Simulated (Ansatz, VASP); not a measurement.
**One calculation of ScSi2, two programs**

The input INCAR:

```
SYSTEM = ScSi2
  PREC = Accurate
  ENCUT = 520
  EDIFF = 1E-8
  ISMEAR = -1
  SIGMA = 0.05
  LREAL = .FALSE.
  LASPH = .TRUE.
  NELM = 60
  ALGO = Normal
  ISIF = 2
  LWAVE = .FALSE.
  LCHARG = .FALSE.
  GGA = PS
  LEFG = .TRUE.
  NBANDS = 16
```

The input KPOINTS:

```
regular mesh
0
G
  13 13 11
  0 0 0
```

Contents of POSCAR:

```
ScSi2
1.0
    3.6599987106      0.0000000000      0.0000000000
   -1.8299993553      3.1696518612      0.0000000000
    0.0000000000      0.0000000000      3.9474000000
Sc Si
1 2
Direct
    0.0000000000      0.0000000000      0.0000000000
    0.3333333333      0.6666666667      0.5000000000
    0.6666666667      0.3333333333      0.5000000000
```

Input for Ansatz:

```yaml
crystal:
  lattice:
    - [3.6599987106, 0.0, 0.0]
    - [-1.8299993553, 3.1696518612, 0.0]
    - [0.0, 0.0, 3.9474]
  atoms:
    - { symbol: Sc, position: [0.0, 0.0, 0.0] }
    - { symbol: Si, position: [0.3333333333, 0.6666666667, 0.5] }
    - { symbol: Si, position: [0.6666666667, 0.3333333333, 0.5] }
kpoints:
  mp_grid: { grid: [13, 13, 11] }
scf:
  occupations: { method: fermi_dirac, width: 0.05 }
hamiltonian:
  xc: pbesol
  pseudopotentials: { kind: all_electron, datasets: crystal }
output:
  forces: true
  stress: true
  eigenvalues: true
  efg: { contact_densities: true }
```

Change from the starting cell: zz strain of +2 %, crystal datasets.

Alike in both runs: task electric field gradients; functional PBEsol; k mesh 13 × 13 × 11; occupations fermi-dirac, width 0.05 eV; no spin polarisation.

|  | VASP | Ansatz |
| --- | --- | --- |
| version | VASP 6.6.1 | Ansatz 0.2.0 |
| potentials or method | VASP PAW PBE potentials, release 64 (Sc_sv, Si), cutoff 520 eV | all-electron PAW with datasets made for the crystal, scalar-relativistic |

|  | VASP | Ansatz | Ansatz less VASP |
| --- | --- | --- | --- |
| pressure (GPa) | 19.9 | 19.5 | -0.40 |
| traceless stress, the component that is largest in VASP (GPa) | -25.45 | -25.32 | +0.130 |
| size of Vzz on the site where it differs most (V/Å²) | 17.6 | 10.8 | -6.75 |

VASP's potentials were made for PBE, not for PBEsol. Ansatz ran all-electron here, and VASP with PAW potentials.
